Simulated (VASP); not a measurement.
NaF, 2 atoms in the cell. Symmetry: Fm-3m, No. 225, cubic system. The conventional cell has a = 4.670 Å, b = 4.670 Å, c = 4.670 Å, α = 90.00°, β = 90.00°, γ = 90.00°. Na (site symmetry m-3m) has 6 F at 2.33 Å within 3.1 Å. Within 3.1 Å of F (site symmetry m-3m) lie 6 Na at 2.33 Å.  This cell differs from its parent crystal: volume scaled by 0.980.

| Item | Value |
| --- | --- |
| Program | VASP 6.6.1 |
| Task | single point |
| Functional | PBE |
| Potentials or basis | VASP PAW PBE potentials, release 64 (Na_pv, F) |
| Cutoff | 520 eV |
| k mesh | 12 × 12 × 12 |
| Occupations | gaussian, width 0.05 eV |
| Spin | no spin polarisation |
| Dipole correction | no |
| Further INCAR settings | ALGO = Normal; EDIFF = 1e-06; NBANDS = 14 |

Potentials or basis: VASP PAW PBE potentials, release 64 (Na_pv, F).

The run is started by

```bash
$ cat potpaw_PBE.64/Na_pv/POTCAR potpaw_PBE.64/F/POTCAR > POTCAR
$ mpirun -np 1 vasp_std > vasp.out
```

Hardware: 1 thread of Intel(R) Xeon(R) Platinum 8259CL CPU @ 2.50GHz (Skylake/Cascade Lake), with other jobs on the host.

How long does it take, and how much memory?

Wall time 20 s on 1 thread of Intel(R) Xeon(R) Platinum 8259CL CPU @ 2.50GHz (Skylake/Cascade Lake), with other jobs on the host, peak memory 0.16 GiB. Counts: scf iterations 12, k points 72.
